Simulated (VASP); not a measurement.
# TiC in VASP: notebook

TiC is run at these levels: PBEsol; tasks: single point.

All numbers are computed with VASP 6.6.1; they aren't measurements. Logs are shortened: lines on timing, memory, paths and dates and some standing lists are left out, and cuts for length are marked.

## (1) The cell of the first run

The cell holds a slab with vacuum, 10 atoms: a = 3.036 Å, b = 3.036 Å, c = 26.155 Å, α = 90.00°, β = 90.00°, γ = 120.00°.

## (2) Single point, PBEsol

INCAR reads:

```
PREC = Accurate
ENCUT = 520
EDIFF = 1E-6
ISMEAR = 0
SIGMA = 0.1
LREAL = F
LASPH = T
NELM = 100
ALGO = Normal
ISIF = 2
LWAVE = F
LCHARG = T
LDIPOL = T
IDIPOL = 3
DIPOL = 0.5 0.5 0.500
GGA = PS
LELF = T
LVHAR = T
LVACPOTAV = T
NBANDS = 51
```

KPOINTS reads:

```
Automatic mesh
0
Gamma
  12 12 1
```

POSCAR reads:

```
TiC
1.0
    3.0358717278      0.0000000000      0.0000000000
   -1.5179358639      2.6291420389      0.0000000000
    0.0000000000      0.0000000000     26.1545049867
C Ti
5 5
Direct
    0.3333333333      0.6666666667      0.2867574823
    0.0000000000      0.0000000000      0.3815319346
    0.6666666667      0.3333333333      0.4763063869
    0.3333333333      0.6666666667      0.5710808392
    0.0000000000      0.0000000000      0.6658552916
    0.6666666667      0.3333333333      0.3341447084
    0.3333333333      0.6666666667      0.4289191608
    0.0000000000      0.0000000000      0.5236936131
    0.6666666667      0.3333333333      0.6184680654
    0.3333333333      0.6666666667      0.7132425177
```

Potentials or basis: VASP PAW PBE potentials, release 64 (C, Ti_sv).

Started as:

```sh
$ cat potpaw_PBE.64/C/POTCAR potpaw_PBE.64/Ti_sv/POTCAR > POTCAR
$ mpirun -np 1 vasp_std > vasp.out
```

OUTCAR:

```text
PREC = Accurate
   ENCUT = 520
   EDIFF = 1E-6
   ISMEAR = 0
   LREAL = F
   LASPH = T
   NELM = 100
   ISIF = 2
   GGA = PS

 ion  position               nearest neighbor table
   1  0.333  0.667  0.287-   6 2.15   6 2.15   6 2.15
   2  0.000  0.000  0.382-   6 2.15   7 2.15   7 2.15   6 2.15   6 2.15   7 2.15
   3  0.667  0.333  0.476-   7 2.15   7 2.15   7 2.15   8 2.15   8 2.15   8 2.15
   4  0.333  0.667  0.571-   8 2.15   8 2.15   8 2.15   9 2.15   9 2.15   9 2.15
   5  0.000  0.000  0.666-  10 2.15  10 2.15  10 2.15   9 2.15   9 2.15   9 2.15
   6  0.667  0.333  0.334-   1 2.15   1 2.15   1 2.15   2 2.15   2 2.15   2 2.15
   7  0.333  0.667  0.429-   3 2.15   3 2.15   3 2.15   2 2.15   2 2.15   2 2.15
   8  0.000  0.000  0.524-   4 2.15   4 2.15   4 2.15   3 2.15   3 2.15   3 2.15
   9  0.667  0.333  0.618-   4 2.15   5 2.15   4 2.15   5 2.15   5 2.15   4 2.15
  10  0.333  0.667  0.713-   5 2.15   5 2.15   5 2.15

  LATTYP: Found a hexagonal cell.
 ALAT       =     3.0358717278
 C/A-ratio  =     8.6151548325

  Lattice vectors:

 A1 = (   3.0358717278,   0.0000000000,   0.0000000000)
 A2 = (  -1.5179358639,   2.6291420389,   0.0000000000)
 A3 = (   0.0000000000,   0.0000000000,  26.1545049867)

Analysis of symmetry for initial positions (statically):
=====================================================================
 Subroutine PRICEL returns:
 Original cell was already a primitive cell.

 Routine SETGRP: Setting up the symmetry group for a
 hexagonal supercell.

 Subroutine GETGRP returns: Found  6 space group operations
 (whereof  6 operations were pure point group operations)
 out of a pool of 24 trial point group operations.

The static configuration has the point symmetry C_3v.

Analysis of symmetry for dynamics (positions and initial velocities):
=====================================================================
 Subroutine PRICEL returns:
 Original cell was already a primitive cell.

 Routine SETGRP: Setting up the symmetry group for a
 hexagonal supercell.

 Subroutine GETGRP returns: Found  6 space group operations
 (whereof  6 operations were pure point group operations)
 out of a pool of 24 trial point group operations.

The dynamic configuration has the point symmetry C_3v.

 Subroutine INISYM returns: Found  6 space group operations
 (whereof  6 operations are pure point group operations),
 and found     1 'primitive' translations

----------------------------------------------------------------------------------------

                                     Primitive cell

  volume of cell :     208.7584

  direct lattice vectors                    reciprocal lattice vectors
     3.035871728  0.000000000  0.000000000     0.329394681  0.190176108  0.000000000
    -1.517935864  2.629142039  0.000000000     0.000000000  0.380352216  0.000000000
     0.000000000  0.000000000 26.154504987     0.000000000  0.000000000  0.038234331

  length of vectors
     3.035871728  3.035871728 26.154504987     0.380352216  0.380352216  0.038234331

  position of ions in fractional coordinates (direct lattice)
     0.333333333  0.666666667  0.286757482
     0.000000000  0.000000000  0.381531935
     0.666666667  0.333333333  0.476306387
     0.333333333  0.666666667  0.571080839
     0.000000000  0.000000000  0.665855292
     0.666666667  0.333333333  0.334144708
     0.333333333  0.666666667  0.428919161
     0.000000000  0.000000000  0.523693613
     0.666666667  0.333333333  0.618468065
     0.333333333  0.666666667  0.713242518

  ion indices of the primitive-cell ions
   primitive index   ion index
                 1           1
                 2           2
                 3           3
                 4           4
                 5           5
                 6           6
                 7           7
                 8           8
                 9           9
                10          10

----------------------------------------------------------------------------------------

 KPOINTS: Automatic mesh

Automatic generation of k-mesh.
 Grid dimensions read from file:
 generate k-points for:   12   12    1

 Generating k-lattice:

  Cartesian coordinates                     Fractional coordinates (reciprocal lattice)
     0.027449557  0.015848009  0.000000000     0.083333333  0.000000000  0.000000000
     0.000000000  0.031696018  0.000000000     0.000000000  0.083333333  0.000000000
     0.000000000  0.000000000  0.038234331     0.000000000  0.000000000  1.000000000

  Length of vectors
     0.031696018  0.031696018  0.038234331

  Shift w.r.t. Gamma in fractional coordinates (k-lattice)
     0.000000000  0.000000000  0.000000000

 Subroutine IBZKPT returns following result:
 ===========================================

 Found     19 irreducible k-points:

 Following reciprocal coordinates:
            Coordinates               Weight
  0.000000  0.000000  0.000000      1.000000
  0.083333  0.000000  0.000000      6.000000
  0.166667  0.000000  0.000000      6.000000
  0.250000  0.000000  0.000000      6.000000
  0.333333 -0.000000  0.000000      6.000000
  0.416667  0.000000  0.000000      6.000000
[... 11 lines left out ...]
  0.333333  0.250000  0.000000     12.000000
  0.333333  0.333333  0.000000      2.000000
   k-points           NKPTS =     19   k-points in BZ     NKDIM =     19   number of bands    NBANDS=     51
   number of dos      NEDOS =    301   number of ions     NIONS =     10
   total plane-waves  NPLWV = 112896
   dimension x,y,z NGX =    24 NGY =   24 NGZ =  196
   dimension x,y,z NGXF=    48 NGYF=   48 NGZF=  392
   ions per type =               5   5
   NGX,Y,Z   is equivalent  to a cutoff of  13.14, 13.14, 12.46 a.u.
   NGXF,Y,Z  is equivalent  to a cutoff of  26.29, 26.29, 24.92 a.u.
 SYSTEM =  unknown system
   PREC   = accura    normal or accurate (medium, high low for compatibility)
   ISTART =      0    job   : 0-new  1-cont  2-samecut
   ICHARG =      2    charge: 1-file 2-atom 10-const
   ISPIN  =      1    spin polarized calculation?
   LNONCOLLINEAR =      F non collinear calculations
   LSORBIT =      F    spin-orbit coupling
   LASPH  =      T    aspherical Exc in radial PAW
   ENCUT  =  520.0 eV  38.22 Ry    6.18 a.u.   5.64  5.64 48.63*2*pi/ulx,y,z
   NELM   =    100;   NELMIN=  2; NELMDL= -5     # of ELM steps
   EDIFF  = 0.1E-05   stopping-criterion for ELM
   LREAL  =      F    real-space projection
   EDIFFG = 0.1E-04   stopping-criterion for IOM
   NSW    =      0    number of steps for IOM
   IBRION =     -1    ionic relax: 0-MD 1-quasi-New 2-CG
   NFREE  =      0    steps in history (QN), initial steepest desc. (CG)
   ISIF   =      2    stress and relaxation
   ISYM   =      2    0-nonsym 1-usesym 2-fastsym
   POTIM  = 0.5000    time-step for ionic-motion
   TEBEG  =    0.0;   TEEND  =   0.0 temperature during run
   PSTRESS=    0.0 pullay stress
   NELECT =      80.0000    total number of electrons
   NUPDOWN=      -1.0000    fix difference up-down
   EMIN   =  10.00;   EMAX   =-10.00  energy-range for DOS
   EFERMI =   0.00;   METHOD = LEGACY
   ISMEAR =     0;   SIGMA  =   0.10  broadening in eV -4-tet -1-fermi 0-gaus
   EFERMI_NEDOS =   21; number of points for ismear=-14 and -15
   IALGO  =     38    algorithm
   IMIX   =      4    mixing-type and parameters
     AMIX     =   0.40;   BMIX     =  1.00
     AMIX_MAG =   1.60;   BMIX_MAG =  1.00
  volume/ion in A,a.u.               =      20.88       140.88
  Fermi-wavevector in a.u.,A,eV,Ry     =   1.189114  2.247100 19.238531  1.413992
  Thomas-Fermi vector in A             =   2.325229
   LORBIT       =      0    0 simple, 1 ext, 2 COOP (PROOUT), +10 PAW based schemes
   GGA     = PS    functional components
   LHFCALC =     F    Hartree Fock is set to
   AEXX    =    0.0000 exact exchange contribution
   IVDW    =     0    specifies the selected vdW correction
   LEPSILON=     F    determine dielectric tensor
   LRPA    =     F    only Hartree local field effects (RPA)
 non-spin polarized calculation
 Gauss-broadening in eV      SIGMA  =   0.10
  energy-cutoff  :      520.00
  volume of cell :      208.76
 maximum number of plane-waves:      5657
 NGX is ok and might be reduce to    24
   NGX = 11   NGY = 11   NGZ = 97

 dipolmoment           0.000000      0.000000      0.004334 electrons x Angstroem

 number of electron      79.9999997 magnetization

 dipolmoment           0.000000      0.000000     -0.090377 electrons x Angstroem

 Free energy of the ion-electron system (eV)
  ---------------------------------------------------
  ext. energy  EPLUGINS =         0.00000000
  ---------------------------------------------------
  free energy    TOTEN  =       -92.79961970 eV

  energy without entropy =      -92.77327478  energy(sigma->0) =      -92.78644724

 E-fermi :   1.7217     XC(G=0):  -7.0555

 val. band max:        1.7136933944   @ k =   0.2500   0.0833   0.0000
 cond. band min:       1.7761450117   @ k =   0.3333   0.0833   0.0000
 fundamental gap:      0.0624516173
 Fermi energy:         1.7216699602

 k-point     1 :       0.0000    0.0000    0.0000
  band No.  band energies     occupation
      1     -55.0792      2.00000
      2     -54.5380      2.00000
      3     -54.4946      2.00000
      4     -54.4558      2.00000
      5     -54.1952      2.00000
      6     -31.6093      2.00000
[... 43 lines left out ...]
     50       4.1430      0.00000
     51       4.1434      0.00000

 k-point     2 :       0.0833    0.0000    0.0000
  band No.  band energies     occupation
      1     -55.0757      2.00000
      2     -54.5336      2.00000
      3     -54.4906      2.00000
      4     -54.4528      2.00000
      5     -54.1915      2.00000
      6     -31.6040      2.00000
[... 910 lines left out ...]
 k-point    19 :       0.3333    0.3333    0.0000
  band No.  band energies     occupation
      1     -55.0206      2.00000
      2     -54.4637      2.00000
      3     -54.4203      2.00000
      4     -54.4134      2.00000
      5     -54.1323      2.00000
      6     -31.5208      2.00000
[... 43 lines left out ...]
     50       4.8013      0.00000
     51       4.8942      0.00000

------------------------ aborting loop because EDIFF is reached ----------------------------------------

  FORCE on cell =-STRESS in cart. coord.  units (eV):
  Direction    XX          YY          ZZ          XY          YZ          ZX
  --------------------------------------------------------------------------------------
  -------------------------------------------------------------------------------------
  Total       -2.3317728     -2.3317728     -3.9459063      0.0000000      0.0000000     -0.0000000
  in kB      -17.8958712    -17.8958712    -30.2840098      0.0000000      0.0000000     -0.0000000
  external PRESSURE =     -22.0252507 kB  Pullay stress =       0.0000000 kB

 VOLUME and BASIS-vectors are now :
 -----------------------------------------------------------------------------
  energy-cutoff  :      520.00
  volume of cell :      208.76
      direct lattice vectors                 reciprocal lattice vectors
     3.035871728  0.000000000  0.000000000     0.329394681  0.190176108  0.000000000
    -1.517935864  2.629142039  0.000000000     0.000000000  0.380352216  0.000000000
     0.000000000  0.000000000 26.154504987     0.000000000  0.000000000  0.038234331

 POSITION                                       TOTAL-FORCE (eV/Angst)
 -----------------------------------------------------------------------------------
     -0.00000      1.75276      7.50000         0.000000      0.000000      0.973146
      0.00000      0.00000      9.97878         0.000000     -0.000000     -0.420370
      1.51794      0.87638     12.45756         0.000000     -0.000000     -0.271766
     -0.00000      1.75276     14.93634        -0.000000     -0.000000      0.047395
      0.00000      0.00000     17.41512         0.000000     -0.000000      1.976436
      1.51794      0.87638      8.73939         0.000000      0.000000     -0.802007
     -0.00000      1.75276     11.21817        -0.000000     -0.000000      0.460500
      0.00000      0.00000     13.69695         0.000000     -0.000000      0.296113
      1.51794      0.87638     16.17573         0.000000     -0.000000     -0.476708
     -0.00000      1.75276     18.65450        -0.000000      0.000000     -1.782740
 -----------------------------------------------------------------------------------
    total drift:                               -0.000000     -0.000000      0.000374

  FREE ENERGIE OF THE ION-ELECTRON SYSTEM (eV)
  ---------------------------------------------------
  free  energy   TOTEN  =       -92.7996196987 eV

  energy  without entropy=      -92.7732747848  energy(sigma->0) =      -92.78644724

 vacuum level on the upper side and lower side of the slab         6.370         8.419
```

Run time: 7.9 min. Hardware: 1 thread of Intel Xeon Platinum 8559C (Emerald Rapids), shared host; peak memory 0.41 GiB.

What came out:

```yaml
Free_energy: -92.7996 eV
Largest_force: 1.976 eV/Å
Band_gap_on_the_k_mesh: zero (bands 40 and 41 overlap by 0.70 eV)
```

Forces on the atoms (eV/Å):
```
C    0.000  0.000  0.973
C    0.000  0.000 -0.420
C    0.000  0.000 -0.272
C    0.000  0.000  0.047
C    0.000  0.000  1.976
Ti   0.000  0.000 -0.802
Ti   0.000  0.000  0.461
Ti   0.000  0.000  0.296
Ti   0.000  0.000 -0.477
Ti   0.000  0.000 -1.783
```

Caveat: the PAW data sets were made with another functional, which shifts forces and pressure a little.

## (3) Single point, PBEsol

INCAR reads:

```
SYSTEM = TiC
PREC = Accurate
ENCUT = 520
EDIFF = 1E-6
ISMEAR = 0
SIGMA = 0.1
LREAL = .False.
LASPH = .True.
NELM = 80
ALGO = Normal
ISIF = 2
LWAVE = .False.
LCHARG = .False.
LDIPOL = .True.
IDIPOL = 3
DIPOL = 0.5 0.5 0.500
GGA = PS
NBANDS = 51
```

KPOINTS reads:

```
regular mesh
0
Gamma
  12 12 1
  0 0 0
```

POSCAR reads:

```
TiC
1.0
    3.0358717278      0.0000000000      0.0000000000
   -1.5179358639      2.6291420389      0.0000000000
    0.0000000000      0.0000000000     26.1545049867
C Ti
5 5
Direct
    0.3333333333      0.6666666667      0.2917741438
    0.0000000000      0.0000000000      0.3814003186
    0.6666666667      0.3333333333      0.4759066933
    0.3333333333      0.6666666667      0.5709194684
    0.0000000000      0.0000000000      0.6683546412
    0.6666666667      0.3333333333      0.3344612922
    0.3333333333      0.6666666667      0.4296525127
    0.0000000000      0.0000000000      0.5236507362
    0.6666666667      0.3333333333      0.6163432267
    0.3333333333      0.6666666667      0.7075369670
```

Potentials or basis: VASP PAW PBE potentials, release 64 (C, Ti_sv).

Started as:

```sh
$ cat potpaw_PBE.64/C/POTCAR potpaw_PBE.64/Ti_sv/POTCAR > POTCAR
$ mpirun -np 1 vasp_std > vasp.out
```

Run time: 7 min. Hardware: 1 thread of Intel Xeon Platinum 8559C (Emerald Rapids), shared host; peak memory 0.4 GiB.

Results (log left out):

* Free energy: -93.0847 eV
* Largest force: 0.023 eV/Å
* Band gap on the k mesh: zero (bands 40 and 41 overlap by 0.61 eV)

Forces in eV/Å, atoms in the order of the input:
```
C    0.000  0.000 -0.013
C    0.000  0.000 -0.004
C    0.000  0.000  0.002
C    0.000  0.000  0.003
C    0.000  0.000 -0.002
Ti   0.000  0.000  0.005
Ti   0.000  0.000 -0.001
Ti   0.000  0.000 -0.009
Ti   0.000  0.000 -0.003
Ti   0.000  0.000  0.023
```

Levels at points of the mesh, in eV from the Fermi level:
```csv
k point,band 38,band 39,band 40,band 41,band 42,band 43
"(0.00, 0.00, 0.00)",-0.42,0.24,0.52,0.52,1.14,1.14
"(0.50, 0.00, 0.00)",-1.25,-0.93,0.29,0.29,0.34,1.03
```

Caveat: the PAW data sets were made with another functional, which shifts forces and pressure a little.

The gap in the log of VASP goes by the Fermi energy; the results here count the filled bands.